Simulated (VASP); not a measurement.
# WC (Qusongite) (P-6m2) in VASP: a series of runs

Runs on WC (Qusongite). Level: PBE. Tasks: single point.

Everything below comes from runs of VASP 6.6.1. Logs are shortened: lines on timing, memory, paths and dates and some standing lists are left out, and cuts for length are marked.

### Step 1. The cell of the first run

Symmetry: P-6m2, No. 187, hexagonal system. The conventional cell has a = 2.922 Å, b = 2.922 Å, c = 2.847 Å, α = 90.00°, β = 90.00°, γ = 120.00°. Within 2.9 Å of W (site symmetry -6m2) lie 6 C at 2.21 Å and 2 W at 2.85 Å. C (site symmetry -6m2) has 6 W at 2.21 Å and 2 C at 2.85 Å within 2.9 Å.

### Step 2. Single point, PBE

Input file INCAR:

```
ALGO     = Normal         # electronic algorithm
EDIFF    = 1E-7           # SCF threshold, eV
ENCUT    = 520            # plane-wave cutoff, eV
GGA      = PE             # functional
ISIF     = 2              # what is computed and relaxed
ISMEAR   = 0              # smearing method
LASPH    = True           # aspherical terms in the spheres
LCHARG   = False          # write CHGCAR
LREAL    = False          # projectors in reciprocal space
LWAVE    = False          # write WAVECAR
NBANDS   = 16             # bands
NELM     = 100            # most SCF steps
PREC     = Accurate       # precision mode
SIGMA    = 0.1            # smearing width, eV
```

Input file KPOINTS:

```
k-points
0
Gamma
  12 12 12
```

Input file POSCAR:

```
WC
1.0
    2.9216789205      0.0000000000      0.0000000000
   -1.4608394603      2.5302481669      0.0000000000
    0.0000000000      0.0000000000      2.8470525736
W C
1 1
Direct
    0.0000000000      0.0000000000      0.0000000000
    0.6666666667      0.3333333333      0.5000000000
```

Potentials or basis: VASP PAW PBE potentials, release 64 (W_sv, C).

On the command line:

```console
> cat potpaw_PBE.64/W_sv/POTCAR potpaw_PBE.64/C/POTCAR > POTCAR
> mpirun -np 1 vasp_std > vasp.out
```

OUTCAR:

```text
EDIFF = 1E-7
   ENCUT = 520
   GGA = PE
   ISIF = 2
   ISMEAR = 0
   LASPH = True
   LREAL = False
   NELM = 100
   PREC = Accurate

 ion  position               nearest neighbor table
   1  0.000  0.000  0.000-   2 2.21   2 2.21   2 2.21   2 2.21   2 2.21   2 2.21
   2  0.667  0.333  0.500-   1 2.21   1 2.21   1 2.21   1 2.21   1 2.21   1 2.21

  LATTYP: Found a hexagonal cell.
 ALAT       =     2.9216789205
 C/A-ratio  =     0.9744577180

  Lattice vectors:

 A1 = (   2.9216789205,   0.0000000000,   0.0000000000)
 A2 = (  -1.4608394603,   2.5302481669,   0.0000000000)
 A3 = (   0.0000000000,   0.0000000000,   2.8470525736)

Analysis of symmetry for initial positions (statically):
=====================================================================
 Subroutine PRICEL returns:
 Original cell was already a primitive cell.

 Routine SETGRP: Setting up the symmetry group for a
 hexagonal supercell.

 Subroutine GETGRP returns: Found 12 space group operations
 (whereof 12 operations were pure point group operations)
 out of a pool of 24 trial point group operations.

The static configuration has the point symmetry D_3h.

Analysis of symmetry for dynamics (positions and initial velocities):
=====================================================================
 Subroutine PRICEL returns:
 Original cell was already a primitive cell.

 Routine SETGRP: Setting up the symmetry group for a
 hexagonal supercell.

 Subroutine GETGRP returns: Found 12 space group operations
 (whereof 12 operations were pure point group operations)
 out of a pool of 24 trial point group operations.

The dynamic configuration has the point symmetry D_3h.

 Subroutine INISYM returns: Found 12 space group operations
 (whereof 12 operations are pure point group operations),
 and found     1 'primitive' translations

----------------------------------------------------------------------------------------

                                     Primitive cell

  volume of cell :      21.0470

  direct lattice vectors                    reciprocal lattice vectors
     2.921678921  0.000000000  0.000000000     0.342268958  0.197609075  0.000000000
[... 75 lines left out ...]
   NGXF,Y,Z  is equivalent  to a cutoff of  27.31, 27.31, 28.03 a.u.
 SYSTEM =  unknown system
   PREC   = accura    normal or accurate (medium, high low for compatibility)
   ISTART =      0    job   : 0-new  1-cont  2-samecut
   ICHARG =      2    charge: 1-file 2-atom 10-const
   ISPIN  =      1    spin polarized calculation?
   LNONCOLLINEAR =      F non collinear calculations
   LSORBIT =      F    spin-orbit coupling
   LASPH  =      T    aspherical Exc in radial PAW
   ENCUT  =  520.0 eV  38.22 Ry    6.18 a.u.   5.43  5.43  5.29*2*pi/ulx,y,z
   NELM   =    100;   NELMIN=  2; NELMDL= -5     # of ELM steps
   EDIFF  = 0.1E-06   stopping-criterion for ELM
   LREAL  =      F    real-space projection
   EDIFFG = 0.1E-05   stopping-criterion for IOM
   NSW    =      0    number of steps for IOM
   IBRION =     -1    ionic relax: 0-MD 1-quasi-New 2-CG
   NFREE  =      0    steps in history (QN), initial steepest desc. (CG)
   ISIF   =      2    stress and relaxation
   ISYM   =      2    0-nonsym 1-usesym 2-fastsym
   POTIM  = 0.5000    time-step for ionic-motion
   TEBEG  =    0.0;   TEEND  =   0.0 temperature during run
   PSTRESS=    0.0 pullay stress
   NELECT =      18.0000    total number of electrons
   NUPDOWN=      -1.0000    fix difference up-down
   EMIN   =  10.00;   EMAX   =-10.00  energy-range for DOS
   EFERMI =   0.00;   METHOD = LEGACY
   ISMEAR =     0;   SIGMA  =   0.10  broadening in eV -4-tet -1-fermi 0-gaus
   EFERMI_NEDOS =   21; number of points for ismear=-14 and -15
   IALGO  =     38    algorithm
   IMIX   =      4    mixing-type and parameters
     AMIX     =   0.40;   BMIX     =  1.00
     AMIX_MAG =   1.60;   BMIX_MAG =  1.00
  volume/ion in A,a.u.               =      10.52        71.02
  Fermi-wavevector in a.u.,A,eV,Ry     =   1.553944  2.936528 32.854549  2.414741
  Thomas-Fermi vector in A             =   2.658101
   LORBIT       =      0    0 simple, 1 ext, 2 COOP (PROOUT), +10 PAW based schemes
   GGA     = PE    functional components
   LHFCALC =     F    Hartree Fock is set to
   AEXX    =    0.0000 exact exchange contribution
   IVDW    =     0    specifies the selected vdW correction
   LEPSILON=     F    determine dielectric tensor
   LRPA    =     F    only Hartree local field effects (RPA)
 non-spin polarized calculation
 Gauss-broadening in eV      SIGMA  =   0.10
  energy-cutoff  :      520.00
  volume of cell :       21.05
 maximum number of plane-waves:       587
 NGX is ok and might be reduce to    24
   NGX = 11   NGY = 11   NGZ = 11

 number of electron      18.0000000 magnetization

 Free energy of the ion-electron system (eV)
  ---------------------------------------------------
  ext. energy  EPLUGINS =         0.00000000
  ---------------------------------------------------
  free energy    TOTEN  =       -22.45156077 eV

  energy without entropy =      -22.45079820  energy(sigma->0) =      -22.45117948

 E-fermi :  10.8651     XC(G=0): -13.7216

 val. band max:       10.8496842470   @ k =   0.0833   0.0000   0.3333
 cond. band min:      10.9535570507   @ k =   0.0000   0.0000   0.0833
 fundamental gap:      0.1038728037
 Fermi energy:        10.8651386314

 k-point     1 :       0.0000    0.0000    0.0000
  band No.  band energies     occupation
      1     -63.1585      2.00000
      2     -27.1341      2.00000
      3     -27.0445      2.00000
      4     -27.0445      2.00000
      5      -3.4649      2.00000
      6       6.6467      2.00000
[... 433 lines left out ...]
      3     -27.1757      2.00000
      4     -27.1026      2.00000
      5      -1.1050      2.00000
      6       4.6935      2.00000
[... 8 lines left out ...]
     15      25.1676      0.00000
     16      27.4116      0.00000

 [... further k-points ...]
[... 5 lines left out ...]
  --------------------------------------------------------------------------------------
  -------------------------------------------------------------------------------------
  Total        0.1430882      0.1430882      0.1622830     -0.0000000     -0.0000000      0.0000000
  in kB       10.8923944     10.8923944     12.3535681     -0.0000000     -0.0000000      0.0000000
  external PRESSURE =      11.3794523 kB  Pullay stress =       0.0000000 kB

 VOLUME and BASIS-vectors are now :
 -----------------------------------------------------------------------------
  energy-cutoff  :      520.00
  volume of cell :       21.05
      direct lattice vectors                 reciprocal lattice vectors
     2.921678921  0.000000000  0.000000000     0.342268958  0.197609075  0.000000000
    -1.460839460  2.530248167  0.000000000     0.000000000  0.395218150  0.000000000
     0.000000000  0.000000000  2.847052574     0.000000000  0.000000000  0.351240440

 POSITION                                       TOTAL-FORCE (eV/Angst)
 -----------------------------------------------------------------------------------
      0.00000      0.00000      0.00000         0.000000     -0.000000      0.000000
      1.46084      0.84342      1.42353        -0.000000      0.000000      0.000000
 -----------------------------------------------------------------------------------
    total drift:                                0.000000     -0.000000      0.000000

  FREE ENERGIE OF THE ION-ELECTRON SYSTEM (eV)
  ---------------------------------------------------
  free  energy   TOTEN  =       -22.4515607659 eV

  energy  without entropy=      -22.4507981991  energy(sigma->0) =      -22.45117948
```

OSZICAR:

```text
N       E                     dE             d eps       ncg     rms          rms(c)
DAV:   1     0.110048094414E+03    0.11005E+03   -0.93658E+03  4264   0.125E+03
DAV:   2    -0.222275662745E+02   -0.13228E+03   -0.12782E+03  5032   0.335E+02
DAV:   3    -0.255134803263E+02   -0.32859E+01   -0.32742E+01  4712   0.502E+01
DAV:   4    -0.255312221741E+02   -0.17742E-01   -0.17741E-01  5520   0.413E+00
DAV:   5    -0.255313539288E+02   -0.13175E-03   -0.13175E-03  4736   0.339E-01    0.315E+01
DAV:   6    -0.225396708860E+02    0.29917E+01   -0.58208E+00  5128   0.259E+01    0.815E+00
DAV:   7    -0.224798981577E+02    0.59773E-01   -0.43969E-01  4456   0.507E+00    0.603E+00
DAV:   8    -0.224529545856E+02    0.26944E-01   -0.68272E-02  4768   0.222E+00    0.107E+00
DAV:   9    -0.224516273172E+02    0.13273E-02   -0.34007E-03  4680   0.446E-01    0.124E-01
DAV:  10    -0.224515633740E+02    0.63943E-04   -0.31917E-04  5024   0.200E-01    0.675E-02
DAV:  11    -0.224515619193E+02    0.14547E-05   -0.15280E-05  4880   0.344E-02    0.108E-02
DAV:  12    -0.224515608153E+02    0.11040E-05   -0.33912E-06  4776   0.167E-02    0.152E-03
DAV:  13    -0.224515607659E+02    0.49363E-07   -0.11562E-07  4480   0.282E-03
   1 F= -.22451561E+02 E0= -.22451179E+02  d E =-.762567E-03
```

stdout:

```text
POSCAR found type information on POSCAR W C
 POSCAR found :  2 types and       2 ions
 scaLAPACK will be used
 LDA part: xc-table for (Slater+PW92), standard interpolation
 POSCAR, INCAR and KPOINTS ok, starting setup
 FFT: planning ... GRIDC
 FFT: planning ... GRID_SOFT
 FFT: planning ... GRID
 WAVECAR not read
 entering main loop
```

Run time: 52 s. Hardware: 1 thread of Intel Xeon 6975P-C, shared host; peak memory 0.17 GiB.

Results:

| Property | Result |
| --- | --- |
| Free energy | -22.4516 eV |
| Pressure | 1.1 GPa |
| Band gap on the k mesh | zero (band 9 reaches 11.51 eV, above the bottom of band 10 at 10.31 eV) |

Stress tensor (GPa, compression positive):
```
1.09 0.00 0.00
0.00 1.09 0.00
0.00 0.00 1.24
```

Levels at points of the mesh, in eV from the Fermi level:
| k point | band 6 | band 7 | band 8 | band 9 | band 10 | band 11 | band 12 | band 13 |
| --- | --- | --- | --- | --- | --- | --- | --- | --- |
| (0.00, 0.00, 0.00) | -4.22 | -3.27 | -3.27 | 0.11 | 3.18 | 3.18 | 5.56 | 5.56 |
| (0.50, 0.00, 0.00) | -6.96 | -3.53 | -3.49 | -0.46 | 2.32 | 4.45 | 4.79 | 6.79 |
| (0.00, 0.00, 0.50) | -8.55 | -1.98 | -1.98 | -0.56 | -0.56 | 3.65 | 4.49 | 4.49 |
| (0.50, 0.00, 0.50) | -6.36 | -4.24 | -4.14 | 0.27 | 4.34 | 5.22 | 6.52 | 9.05 |

Caveat: spin-orbit coupling is left out, which moves the levels of the heavy elements.

### Step 3. Single point, PBE

Input file INCAR:

```
ALGO     = Normal         # electronic algorithm
EDIFF    = 1E-6           # SCF threshold, eV
ENCUT    = 910            # plane-wave cutoff, eV
GGA      = PE             # functional
GGA_COMPAT= False        
ISIF     = 2              # what is computed and relaxed
ISMEAR   = 0              # smearing method
LASPH    = True           # aspherical terms in the spheres
LCHARG   = False          # write CHGCAR
LREAL    = False          # projectors in reciprocal space
LWAVE    = False          # write WAVECAR
NBANDS   = 16             # bands
NELM     = 120            # most SCF steps
PREC     = Accurate       # precision mode
SIGMA    = 0.1            # smearing width, eV
```

KPOINTS is that of step 2.

POSCAR is that of step 2.

Potentials or basis: VASP PAW PBE potentials, release 64 (W_sv, C_h).

On the command line:

```console
> cat potpaw_PBE.64/W_sv/POTCAR potpaw_PBE.64/C_h/POTCAR > POTCAR
> mpirun -np 1 vasp_std > vasp.out
```

Wall time 48 s (1 thread of AMD EPYC 9R45 (Zen 5), shared host); peak memory 0.22 GiB.

Results (log left out):

```yaml
Free_energy: -22.4582 eV
Pressure: 1.0 GPa
Band_gap_on_the_k_mesh: zero (band 9 reaches 11.83 eV, above the bottom of band 10 at 10.64 eV)
```

Stress tensor (GPa, compression positive):
```
0.99 0.00 0.00
0.00 0.99 0.00
0.00 0.00 1.10
```

Levels at points of the mesh, in eV from the Fermi level:
```
           k point  band 6  band 7  band 8  band 9  band 10  band 11  band 12  band 13
(0.00, 0.00, 0.00)   -4.22   -3.27   -3.27    0.11     3.18     3.18     5.56     5.56
(0.50, 0.00, 0.00)   -6.96   -3.53   -3.49   -0.46     2.32     4.45     4.79     6.79
(0.00, 0.00, 0.50)   -8.55   -1.98   -1.98   -0.56    -0.56     3.65     4.49     4.49
(0.50, 0.00, 0.50)   -6.36   -4.24   -4.14    0.27     4.34     5.22     6.52     9.05
```

Caveat: the cutoff is under 1.25 times the usual one of these potentials, so pressure, stress and relaxed cells hold a basis-set (Pulay) error; spin-orbit coupling is left out, which moves the levels of the heavy elements.

### Step 4. Single point, PBE (volume scaled by 0.97, then relaxed in part)

Input file INCAR:

```
PREC = Accurate
ENCUT = 910
EDIFF = 1E-6
ISMEAR = 0
SIGMA = 0.1
LREAL = False
LASPH = True
NELM = 120
ALGO = Normal
ISIF = 2
LWAVE = False
LCHARG = False
GGA = PE
NBANDS = 16
GGA_COMPAT = False
```

Input file KPOINTS:

```
regular mesh
0
Gamma
  18 18 14
```

Input file POSCAR:

```
WC
1.0
    2.8896855436      0.0000000000      0.0000000000
   -1.4448427718      2.5025410897      0.0000000000
    0.0000000000      0.0000000000      2.8231309607
W C
1 1
Direct
    0.0000000000      0.0000000000      0.0000000000
    0.6666666667      0.3333333333      0.5000000000
```

On the command line:

```console
> cat potpaw_PBE.64/W_sv/POTCAR potpaw_PBE.64/C_h/POTCAR > POTCAR
> mpirun -np 1 vasp_std > vasp.out
```

It took 59 s on 1 thread of Intel Xeon 6975P-C (Granite Rapids), shared host; peak memory 0.34 GiB.

Results (log left out):

- Free energy: -22.4281 eV
- Pressure: 13.6 GPa
- Band gap on the k mesh: zero (band 9 reaches 12.27 eV, above the bottom of band 10 at 11.05 eV)

Stress tensor (GPa, compression positive):
```
13.48  0.00  0.00
 0.00 13.48  0.00
 0.00  0.00 13.76
```

Levels at points of the mesh, in eV from the Fermi level:
| k point | band 5 | band 6 | band 7 | band 8 | band 9 | band 10 | band 11 | band 12 | band 13 | band 14 |
| --- | --- | --- | --- | --- | --- | --- | --- | --- | --- | --- |
| (0.00, 0.00, 0.00) | -14.57 | -4.40 | -3.39 | -3.39 | 0.08 | 3.31 | 3.31 | 5.71 | 5.71 | 6.51 |
| (0.50, 0.00, 0.00) | -11.17 | -7.10 | -3.70 | -3.64 | -0.47 | 2.40 | 4.64 | 5.01 | 6.96 | 9.79 |
| (0.00, 0.00, 0.50) | -10.45 | -8.76 | -2.05 | -2.05 | -0.60 | -0.60 | 3.72 | 4.58 | 4.58 | 10.08 |
| (0.50, 0.00, 0.50) | -11.41 | -6.56 | -4.39 | -4.23 | 0.31 | 4.55 | 5.43 | 6.79 | 9.36 | 10.38 |

Caveat: the cutoff is under 1.25 times the usual one of these potentials, so pressure, stress and relaxed cells hold a basis-set (Pulay) error; spin-orbit coupling is left out, which moves the levels of the heavy elements.

### Step 5. Single point, PBE

INCAR is that of step 4.

Input file KPOINTS:

```
Automatic mesh
0
Gamma
  18 18 14
```

Input file POSCAR:

```
WC
1.0
    2.9216789202      0.0000000000      0.0000000000
   -1.4608394601      2.5302481666      0.0000000000
    0.0000000000      0.0000000000      2.8470525735
W C
1 1
Direct
    0.0000000000      0.0000000000      0.0000000000
    0.6666666667      0.3333333333      0.5000000000
```

Potentials or basis: VASP PAW PBE potentials, release 64 (W_sv, C_h).

On the command line:

```console
> cat potpaw_PBE.64/W_sv/POTCAR potpaw_PBE.64/C_h/POTCAR > POTCAR
> mpirun -np 1 vasp_std > vasp.out
```

OUTCAR:

```text
PREC = Accurate
   ENCUT = 910
   EDIFF = 1E-6
   ISMEAR = 0
   LREAL = False
   LASPH = True
   NELM = 120
   ISIF = 2
   GGA = PE

 ion  position               nearest neighbor table
   1  0.000  0.000  0.000-   2 2.21   2 2.21   2 2.21   2 2.21   2 2.21   2 2.21
   2  0.667  0.333  0.500-   1 2.21   1 2.21   1 2.21   1 2.21   1 2.21   1 2.21

  LATTYP: Found a hexagonal cell.
 ALAT       =     2.9216789202
 C/A-ratio  =     0.9744577181

  Lattice vectors:

[... 643 lines left out ...]

------------------------ aborting loop because EDIFF is reached ----------------------------------------

  FORCE on cell =-STRESS in cart. coord.  units (eV):
  Direction    XX          YY          ZZ          XY          YZ          ZX
  --------------------------------------------------------------------------------------
  -------------------------------------------------------------------------------------
  Total        0.1184375      0.1184375      0.1515025      0.0000000      0.0000000      0.0000000
  in kB        9.0158948      9.0158948     11.5329240      0.0000000      0.0000000      0.0000000
  external PRESSURE =       9.8549046 kB  Pullay stress =       0.0000000 kB

 VOLUME and BASIS-vectors are now :
 -----------------------------------------------------------------------------
  energy-cutoff  :      910.00
  volume of cell :       21.05
      direct lattice vectors                 reciprocal lattice vectors
     2.921678920  0.000000000  0.000000000     0.342268958  0.197609075  0.000000000
    -1.460839460  2.530248167  0.000000000     0.000000000  0.395218150  0.000000000
     0.000000000  0.000000000  2.847052574     0.000000000  0.000000000  0.351240440

 POSITION                                       TOTAL-FORCE (eV/Angst)
 -----------------------------------------------------------------------------------
      0.00000      0.00000      0.00000        -0.000000      0.000000      0.000000
      1.46084      0.84342      1.42353         0.000000     -0.000000      0.000000
 -----------------------------------------------------------------------------------
    total drift:                               -0.000000      0.000000      0.000000

  FREE ENERGIE OF THE ION-ELECTRON SYSTEM (eV)
  ---------------------------------------------------
  free  energy   TOTEN  =       -22.4565505138 eV

  energy  without entropy=      -22.4551581237  energy(sigma->0) =      -22.45585432
```

stdout:

```text
POSCAR found type information on POSCAR W C
 POSCAR found :  2 types and       2 ions
 scaLAPACK will be used
 LDA part: xc-table for (Slater+PW92), standard interpolation
 POSCAR, INCAR and KPOINTS ok, starting setup
 FFT: planning ... GRIDC
 FFT: planning ... GRID_SOFT
 FFT: planning ... GRID
 WAVECAR not read
 entering main loop
```

Wall time 72 s (1 thread of AMD EPYC 9R45 (Zen 5), shared host); peak memory 0.32 GiB.

Results:

```
Free energy            : -22.4566 eV
Pressure               : 1.0 GPa
Band gap on the k mesh : zero (band 9 reaches 11.83 eV, above the bottom of band 10 at 10.64 eV)
```

Caveat: the cutoff is under 1.25 times the usual one of these potentials, so pressure, stress and relaxed cells hold a basis-set (Pulay) error; spin-orbit coupling is left out, which moves the levels of the heavy elements.

### Step 6. Overview

```csv
potentials or basis,cell,k mesh,cutoff (eV),second run,gap on the mesh (eV),pressure (GPa)
"VASP PAW PBE potentials, release 64 (W_sv, C)","a = 2.922, b = 2.922, c = 2.847 Å, angles 90.0, 90.0, 120.0°, 2 atoms",12 × 12 × 12,520,-,none,1.1
"VASP PAW PBE potentials, release 64 (W_sv, C_h)","a = 2.922, b = 2.922, c = 2.847 Å, angles 90.0, 90.0, 120.0°, 2 atoms",12 × 12 × 12,910,hard_potentials,none,1.0
"VASP PAW PBE potentials, release 64 (W_sv, C_h)","a = 2.890, b = 2.890, c = 2.823 Å, angles 90.0, 90.0, 120.0°, 2 atoms",18 × 18 × 14,910,hard_potentials,none,13.6
"VASP PAW PBE potentials, release 64 (W_sv, C_h)","a = 2.922, b = 2.922, c = 2.847 Å, angles 90.0, 90.0, 120.0°, 2 atoms",18 × 18 × 14,910,hard_potentials,none,1.0
```

Alike in all rows: task single point; level PBE; no spin polarisation; smearing gaussian 0.1 eV.

Caveats: spin-orbit coupling is left out, which moves the levels of the heavy elements; the cutoff is under 1.25 times the usual one of these potentials, so pressure, stress and relaxed cells hold a basis-set (Pulay) error (some runs).

Absolute energies hang on the potentials; compare differences alone.
